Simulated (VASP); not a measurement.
# Sc2SiF2 in VASP: a series of runs

Sc2SiF2 is run at these levels: PBE; tasks: single point.

All numbers are computed with VASP 6.6.1; they aren't measurements. Logs are shortened: lines on timing, memory, paths and dates and some standing lists are left out, and cuts for length are marked.

## (1) The cell of the first run

The typed cell holds 10 atoms: a = 3.731 Å, b = 3.735 Å, c = 13.008 Å, α = 90.00°, β = 90.00°, γ = 119.92°.

## (2) Single point, PBE

The input, INCAR:

```
SYSTEM = Sc2SiF2
PREC     = Accurate       ! precision mode
ENCUT    = 520            ! plane-wave cutoff, eV
EDIFF    = 1E-6           ! SCF threshold, eV
ISMEAR   = 0              ! smearing method
SIGMA    = 0.2            ! smearing width, eV
LREAL    = .FALSE.        ! projectors in reciprocal space
LASPH    = .TRUE.         ! aspherical terms in the spheres
NELM     = 80             ! most SCF steps
ALGO     = Normal         ! electronic algorithm
ISIF     = 2              ! what is computed and relaxed
LWAVE    = .FALSE.        ! write WAVECAR
LCHARG   = .FALSE.        ! write CHGCAR
GGA      = PE             ! functional
NBANDS   = 51             ! bands
```

The input, KPOINTS:

```
regular mesh
0
G
  6 6 2
  0 0 0
```

The input, POSCAR:

```
Sc2SiF2
1.0
    3.7314519980      0.0015490392     -0.0001506249
   -1.8644343821      3.2368133285      0.0001664558
   -0.0001665443      0.0002793274     13.0082713960
Sc Si F
4 2 4
Direct
    0.6668166181      0.3342662184      0.8764135832
    0.3331764337      0.6657294689      0.1235779186
    0.3331764070      0.6657088317      0.3764275262
    0.6668174175      0.3342913287      0.6235812877
   -0.0000571827     -0.0004337545      0.2499995025
    0.0000612900      0.0004501618      0.7500007384
    0.6666283030      0.3330002820      0.0539447458
    0.3333733028      0.6669994818      0.9460580539
    0.3333583825      0.6670290159      0.5539383240
    0.6666490281      0.3329589653      0.4460583197
```

Potentials or basis: VASP PAW PBE potentials, release 64 (Sc_sv, Si, F).

On the command line:

```
> cat potpaw_PBE.64/Sc_sv/POTCAR potpaw_PBE.64/Si/POTCAR potpaw_PBE.64/F/POTCAR > POTCAR
> mpirun -np 1 vasp_std > vasp.out
```

OUTCAR:

```text
SYSTEM = Sc2SiF2
   PREC = Accurate
   ENCUT = 520
   EDIFF = 1E-6
   ISMEAR = 0
   LREAL = .FALSE.
   LASPH = .TRUE.
   NELM = 80
   ISIF = 2
   GGA = PE

 ion  position               nearest neighbor table
   1  0.667  0.334  0.876-   7 2.31   8 2.34   8 2.34   8 2.34   6 2.71   6 2.71   6 2.71   4 3.29

   2  0.333  0.666  0.124-   8 2.31   7 2.34   7 2.34   7 2.34   5 2.71   5 2.71   5 2.71   3 3.29

   3  0.333  0.666  0.376-   9 2.31  10 2.34  10 2.34  10 2.34   5 2.71   5 2.71   5 2.71   2 3.29

   4  0.667  0.334  0.624-  10 2.31   9 2.34   9 2.34   9 2.34   6 2.71   6 2.71   6 2.71   1 3.29

   5  1.000  1.000  0.250-   3 2.71   2 2.71   2 2.71   3 2.71   2 2.71   3 2.71
   6  0.000  0.000  0.750-   4 2.71   1 2.71   1 2.71   4 2.71   1 2.71   4 2.71
   7  0.667  0.333  0.054-   1 2.31   2 2.34   2 2.34   2 2.34
   8  0.333  0.667  0.946-   2 2.31   1 2.34   1 2.34   1 2.34
   9  0.333  0.667  0.554-   3 2.31   4 2.34   4 2.34   4 2.34
  10  0.667  0.333  0.446-   4 2.31   3 2.34   3 2.34   3 2.34

  LATTYP: Found a triclinic cell.
 ALAT       =     3.7353816561
 B/A-ratio  =     1.0007045959
 C/A-ratio  =     3.4824477384
 COS(alpha) =     0.0000164433
 COS(beta)  =     0.0000695593
 COS(gamma) =     0.5014029273

  Lattice vectors:

 A1 = (   1.8644343821,  -3.2368133285,  -0.0001664558)
 A2 = (  -1.8670176159,  -3.2383623677,  -0.0000158309)
 A3 = (   0.0001665443,  -0.0002793274, -13.0082713960)

Analysis of symmetry for initial positions (statically):
=====================================================================
 Subroutine PRICEL returns:
 Original cell was already a primitive cell.

 Routine SETGRP: Setting up the symmetry group for a
 triclinic supercell.

 Subroutine GETGRP returns: Found  1 space group operations
 (whereof  1 operations were pure point group operations)
 out of a pool of  2 trial point group operations.

The static configuration has the point symmetry C_1 .

Analysis of symmetry for dynamics (positions and initial velocities):
=====================================================================
 Subroutine PRICEL returns:
 Original cell was already a primitive cell.

 Routine SETGRP: Setting up the symmetry group for a
 triclinic supercell.

 Subroutine GETGRP returns: Found  1 space group operations
 (whereof  1 operations were pure point group operations)
 out of a pool of  2 trial point group operations.

The dynamic configuration has the point symmetry C_1 .

 Subroutine INISYM returns: Found  1 space group operations
 (whereof  1 operations are pure point group operations),
 and found     1 'primitive' translations

----------------------------------------------------------------------------------------

                                     Primitive cell

  volume of cell :     157.1516

  direct lattice vectors                    reciprocal lattice vectors
     3.731451998  0.001549039 -0.000150625     0.267928125  0.154329076  0.000000116
    -1.864434382  3.236813328  0.000166456    -0.000128222  0.308871979 -0.000006634
    -0.000166544  0.000279327 13.008271396     0.000003104 -0.000002165  0.076874165

  length of vectors
     3.731452323  3.735381656 13.008271400     0.309197257  0.308872006  0.076874165

  position of ions in fractional coordinates (direct lattice)
     0.666816618  0.334266218  0.876413583
     0.333176434  0.665729469  0.123577919
     0.333176407  0.665708832  0.376427526
     0.666817417  0.334291329  0.623581288
     0.999942817  0.999566245  0.249999503
     0.000061290  0.000450162  0.750000738
     0.666628303  0.333000282  0.053944746
     0.333373303  0.666999482  0.946058054
     0.333358383  0.667029016  0.553938324
     0.666649028  0.332958965  0.446058320

  ion indices of the primitive-cell ions
   primitive index   ion index
                 1           1
                 2           2
                 3           3
                 4           4
                 5           5
                 6           6
                 7           7
                 8           8
                 9           9
                10          10

----------------------------------------------------------------------------------------

 KPOINTS: regular mesh

Automatic generation of k-mesh.
 Grid dimensions read from file:
 generate k-points for:    6    6    2

 Generating k-lattice:

  Cartesian coordinates                     Fractional coordinates (reciprocal lattice)
     0.044654688  0.025721513  0.000000019     0.166666667  0.000000000  0.000000000
    -0.000021370  0.051478663 -0.000001106    -0.000000000  0.166666667 -0.000000000
     0.000001552 -0.000001083  0.038437082     0.000000000  0.000000000  0.500000000

  Length of vectors
     0.051532876  0.051478668  0.038437083

  Shift w.r.t. Gamma in fractional coordinates (k-lattice)
     0.000000000  0.000000000  0.000000000

 Subroutine IBZKPT returns following result:
 ===========================================

 Found     40 irreducible k-points:

 Following reciprocal coordinates:
            Coordinates               Weight
  0.000000  0.000000  0.000000      1.000000
  0.166667 -0.000000 -0.000000      2.000000
  0.333333  0.000000 -0.000000      2.000000
  0.500000  0.000000 -0.000000      1.000000
 -0.000000  0.166667 -0.000000      2.000000
  0.166667  0.166667 -0.000000      2.000000
[... 16 lines left out ...]
  0.333333  0.000000  0.500000      2.000000
  0.500000  0.000000  0.500000      1.000000
 [... further k-points ...]
   k-points           NKPTS =     40   k-points in BZ     NKDIM =     40   number of bands    NBANDS=     51
   number of dos      NEDOS =    301   number of ions     NIONS =     10
   total plane-waves  NPLWV =  76832
   dimension x,y,z NGX =    28 NGY =   28 NGZ =   98
   dimension x,y,z NGXF=    56 NGYF=   56 NGZF=  196
   ions per type =               4   2   4
   NGX,Y,Z   is equivalent  to a cutoff of  12.47, 12.46, 12.52 a.u.
   NGXF,Y,Z  is equivalent  to a cutoff of  24.95, 24.92, 25.05 a.u.
 SYSTEM =  Sc2SiF2
   PREC   = accura    normal or accurate (medium, high low for compatibility)
   ISTART =      0    job   : 0-new  1-cont  2-samecut
   ICHARG =      2    charge: 1-file 2-atom 10-const
   ISPIN  =      1    spin polarized calculation?
   LNONCOLLINEAR =      F non collinear calculations
   LSORBIT =      F    spin-orbit coupling
   LASPH  =      T    aspherical Exc in radial PAW
   ENCUT  =  520.0 eV  38.22 Ry    6.18 a.u.   6.94  6.95 24.19*2*pi/ulx,y,z
   NELM   =     80;   NELMIN=  2; NELMDL= -5     # of ELM steps
   EDIFF  = 0.1E-05   stopping-criterion for ELM
   LREAL  =      F    real-space projection
   EDIFFG = 0.1E-04   stopping-criterion for IOM
   NSW    =      0    number of steps for IOM
   IBRION =     -1    ionic relax: 0-MD 1-quasi-New 2-CG
   NFREE  =      0    steps in history (QN), initial steepest desc. (CG)
   ISIF   =      2    stress and relaxation
   ISYM   =      2    0-nonsym 1-usesym 2-fastsym
   POTIM  = 0.5000    time-step for ionic-motion
   TEBEG  =    0.0;   TEEND  =   0.0 temperature during run
   PSTRESS=    0.0 pullay stress
   NELECT =      80.0000    total number of electrons
   NUPDOWN=      -1.0000    fix difference up-down
   EMIN   =  10.00;   EMAX   =-10.00  energy-range for DOS
   EFERMI =   0.00;   METHOD = LEGACY
   ISMEAR =     0;   SIGMA  =   0.20  broadening in eV -4-tet -1-fermi 0-gaus
   EFERMI_NEDOS =   21; number of points for ismear=-14 and -15
   IALGO  =     38    algorithm
   IMIX   =      4    mixing-type and parameters
     AMIX     =   0.40;   BMIX     =  1.00
     AMIX_MAG =   1.60;   BMIX_MAG =  1.00
  volume/ion in A,a.u.               =      15.72       106.05
  Fermi-wavevector in a.u.,A,eV,Ry     =   1.307169  2.470192 23.248161  1.708692
  Thomas-Fermi vector in A             =   2.437922
   LORBIT       =      0    0 simple, 1 ext, 2 COOP (PROOUT), +10 PAW based schemes
   GGA     = PE    functional components
   LHFCALC =     F    Hartree Fock is set to
   AEXX    =    0.0000 exact exchange contribution
   IVDW    =     0    specifies the selected vdW correction
   LEPSILON=     F    determine dielectric tensor
   LRPA    =     F    only Hartree local field effects (RPA)
 non-spin polarized calculation
 Gauss-broadening in eV      SIGMA  =   0.20
  energy-cutoff  :      520.00
  volume of cell :      157.15
 maximum number of plane-waves:      4252
   NGX = 13   NGY = 13   NGZ = 49

 number of electron      80.0000024 magnetization

 Free energy of the ion-electron system (eV)
  ---------------------------------------------------
  ext. energy  EPLUGINS =         0.00000000
  ---------------------------------------------------
  free energy    TOTEN  =       -65.30724121 eV

  energy without entropy =      -65.25593045  energy(sigma->0) =      -65.28158583

 E-fermi :   5.4295     XC(G=0): -10.1679

 val. band max:        5.3301656125   @ k =   0.0000   0.5000   0.0000
 cond. band min:       5.4623732833   @ k =   0.0000   0.0000   0.0000
 fundamental gap:      0.1322076709
 Fermi energy:         5.4294767225

 k-point     1 :       0.0000    0.0000    0.0000
  band No.  band energies     occupation
      1     -45.0691      2.00000
      2     -45.0635      2.00000
      3     -45.0601      2.00000
      4     -45.0545      2.00000
      5     -23.8947      2.00000
      6     -23.8028      2.00000
[... 43 lines left out ...]
     50       6.8346      0.00000
     51       7.2461      0.00000

 k-point     2 :       0.1667   -0.0000   -0.0000
  band No.  band energies     occupation
      1     -45.0666      2.00000
      2     -45.0617      2.00000
      3     -45.0577      2.00000
      4     -45.0528      2.00000
      5     -23.8933      2.00000
      6     -23.8210      2.00000
[... 1180 lines left out ...]
 k-point    24 :       0.5000    0.0000    0.5000
  band No.  band energies     occupation
      1     -45.0578      2.00000
      2     -45.0577      2.00000
      3     -45.0489      2.00000
      4     -45.0487      2.00000
      5     -23.9087      2.00000
      6     -23.9086      2.00000
[... 43 lines left out ...]
     50       7.3837      0.00000
     51       7.5488      0.00000

 [... further k-points ...]

------------------------ aborting loop because EDIFF is reached ----------------------------------------

  FORCE on cell =-STRESS in cart. coord.  units (eV):
  Direction    XX          YY          ZZ          XY          YZ          ZX
  --------------------------------------------------------------------------------------
  -------------------------------------------------------------------------------------
  Total        0.1289476      0.0719216      0.2338632     -0.0137654     -0.0032413      0.0036508
  in kB        1.3146341      0.7332487      2.3842591     -0.1403397     -0.0330452      0.0372208
  external PRESSURE =       1.4773806 kB  Pullay stress =       0.0000000 kB

 VOLUME and BASIS-vectors are now :
 -----------------------------------------------------------------------------
  energy-cutoff  :      520.00
  volume of cell :      157.15
      direct lattice vectors                 reciprocal lattice vectors
     3.731451998  0.001549039 -0.000150625     0.267928125  0.154329076  0.000000116
    -1.864434382  3.236813328  0.000166456    -0.000128222  0.308871979 -0.000006634
    -0.000166544  0.000279327 13.008271396     0.000003104 -0.000002165  0.076874165

 POSITION                                       TOTAL-FORCE (eV/Angst)
 -----------------------------------------------------------------------------------
      1.86483      1.08324     11.40058         0.000392     -0.001459     -0.021421
      0.00200      2.15539      1.60760        -0.000363      0.001613      0.022271
      0.00200      2.15540      4.89673        -0.000161      0.001549     -0.023275
      1.86483      1.08325      8.11167         0.000258     -0.001475      0.022480
      1.86757      3.23703      3.25208        -0.000554      0.000134      0.000470
     -0.00074      0.00167      9.75621         0.000576     -0.000466     -0.000609
      1.86663      1.07891      0.70168         0.000162     -0.000434      0.003588
      0.00023      2.15973     12.30664        -0.000189      0.000443     -0.003783
      0.00019      2.15972      7.20584         0.000428     -0.000080      0.004018
      1.86671      1.07888      5.80240        -0.000548      0.000175     -0.003738
 -----------------------------------------------------------------------------------
    total drift:                                0.000009      0.000006      0.000009

  FREE ENERGIE OF THE ION-ELECTRON SYSTEM (eV)
  ---------------------------------------------------
  free  energy   TOTEN  =       -65.3072412100 eV

  energy  without entropy=      -65.2559304515  energy(sigma->0) =      -65.28158583
```

It took 7 min on 1 thread of Intel Xeon Platinum 8488C (Sapphire Rapids), shared host; peak memory 0.41 GiB.

Results:

- Free energy: -65.3072 eV
- Pressure: 0.1 GPa
- Largest force: 0.023 eV/Å
- Band gap on the k mesh: zero (bands 40 and 41 overlap by 0.22 eV)

Forces in eV/Å, atoms in the order of the input:
```
Sc   0.000 -0.001 -0.021
Sc   0.000  0.002  0.022
Sc   0.000  0.002 -0.023
Sc   0.000 -0.001  0.022
Si  -0.001  0.000  0.000
Si   0.001  0.000 -0.001
F    0.000  0.000  0.004
F    0.000  0.000 -0.004
F    0.000  0.000  0.004
F   -0.001  0.000 -0.004
```

Stress tensor (GPa, compression positive):
```
 0.13 -0.01  0.00
-0.01  0.07  0.00
 0.00  0.00  0.24
```

Levels at points of the mesh, in eV from the Fermi level:
```csv
k point,band 36,band 37,band 38,band 39,band 40,band 41,band 42,band 43,band 44,band 45
"(0.00, 0.00, 0.00)",-2.16,0.03,0.05,0.07,0.12,0.14,0.16,0.85,0.85,0.97
"(0.50, 0.00, 0.00)",-2.96,-1.88,-1.75,-0.73,-0.71,-0.10,0.33,0.86,1.06,1.76
"(0.00, 0.50, 0.00)",-2.96,-1.87,-1.75,-0.72,-0.69,-0.10,0.33,0.86,1.05,1.76
"(0.50, 0.50, 0.00)",-2.96,-1.88,-1.75,-0.74,-0.71,-0.10,0.33,0.86,1.06,1.76
"(0.00, 0.00, 0.50)",-2.45,0.09,0.09,0.10,0.10,0.11,0.11,0.87,0.87,0.88
"(0.50, 0.00, 0.50)",-3.10,-1.82,-1.82,-0.72,-0.72,0.08,0.08,1.00,1.00,1.84
"(0.00, 0.50, 0.50)",-3.10,-1.81,-1.81,-0.71,-0.71,0.08,0.08,0.99,0.99,1.84
"(0.50, 0.50, 0.50)",-3.09,-1.82,-1.82,-0.73,-0.73,0.08,0.08,1.00,1.00,1.84
```

## (3) Single point, PBE

The input, INCAR:

```
SYSTEM = Sc2SiF2
ALGO = Normal ; EDIFF = 1E-7
ENCUT = 520 ; GGA = PE
ISIF = 2 ; ISMEAR = 0
LASPH = .True. ; LCHARG = .False.
LREAL = .False. ; LWAVE = .False.
NBANDS = 51 ; NELM = 100
PREC = Accurate ; SIGMA = 0.1
```

The input, KPOINTS:

```
k-points
0
Gamma
  12 12 4
  0 0 0
```

The input, POSCAR:

```
Sc2SiF2
1.0
    3.7366723458      0.0000000000      0.0000000000
   -1.8683361729      3.2360531771      0.0000000000
    0.0000000000      0.0000000000     12.9994931445
Sc Si F
4 2 4
Direct
    0.6666666667      0.3333333333      0.8762995299
    0.3333333333      0.6666666667      0.1237004701
    0.3333333333      0.6666666667      0.3762995299
    0.6666666667      0.3333333333      0.6237004701
    0.0000000000      0.0000000000      0.2500000000
    0.0000000000      0.0000000000      0.7500000000
    0.6666666667      0.3333333333      0.0539051552
    0.3333333333      0.6666666667      0.9460948448
    0.3333333333      0.6666666667      0.5539051552
    0.6666666667      0.3333333333      0.4460948448
```

Potentials or basis: VASP PAW PBE potentials, release 64 (Sc_sv, Si, F).

On the command line:

```
> cat potpaw_PBE.64/Sc_sv/POTCAR potpaw_PBE.64/Si/POTCAR potpaw_PBE.64/F/POTCAR > POTCAR
> mpirun -np 1 vasp_std > vasp.out
```

Run time: 9.2 min. Hardware: 1 thread of Intel Xeon Platinum 8488C (Sapphire Rapids), shared host; peak memory 0.49 GiB.

It converged, with:

| Property | Result |
| --- | --- |
| Free energy | -65.3122 eV |
| Pressure | 0.1 GPa |
| Largest force | 0.019 eV/Å |
| Band gap on the k mesh | zero (bands 40 and 41 overlap by 0.22 eV) |

Forces on the atoms (eV/Å):
```
Sc   0.000  0.000 -0.019
Sc   0.000  0.000  0.019
Sc   0.000  0.000 -0.019
Sc   0.000  0.000  0.019
Si   0.000  0.000  0.000
Si   0.000  0.000  0.000
F    0.000  0.000  0.000
F    0.000  0.000  0.000
F    0.000  0.000  0.000
F    0.000  0.000  0.000
```

Stress tensor (GPa, compression positive):
```
0.07 0.00 0.00
0.00 0.07 0.00
0.00 0.00 0.23
```

Levels at points of the mesh, in eV from the Fermi level:
| k point | band 36 | band 37 | band 38 | band 39 | band 40 | band 41 | band 42 | band 43 | band 44 | band 45 |
| --- | --- | --- | --- | --- | --- | --- | --- | --- | --- | --- |
| (0.00, 0.00, 0.00) | -2.18 | 0.01 | 0.01 | 0.04 | 0.09 | 0.12 | 0.12 | 0.82 | 0.82 | 0.94 |
| (0.50, 0.00, 0.00) | -2.98 | -1.89 | -1.77 | -0.76 | -0.73 | -0.13 | 0.31 | 0.84 | 1.03 | 1.73 |
| (0.00, 0.00, 0.50) | -2.47 | 0.06 | 0.06 | 0.06 | 0.06 | 0.08 | 0.08 | 0.85 | 0.85 | 0.85 |
| (0.50, 0.00, 0.50) | -3.11 | -1.83 | -1.83 | -0.75 | -0.75 | 0.06 | 0.06 | 0.98 | 0.98 | 1.82 |
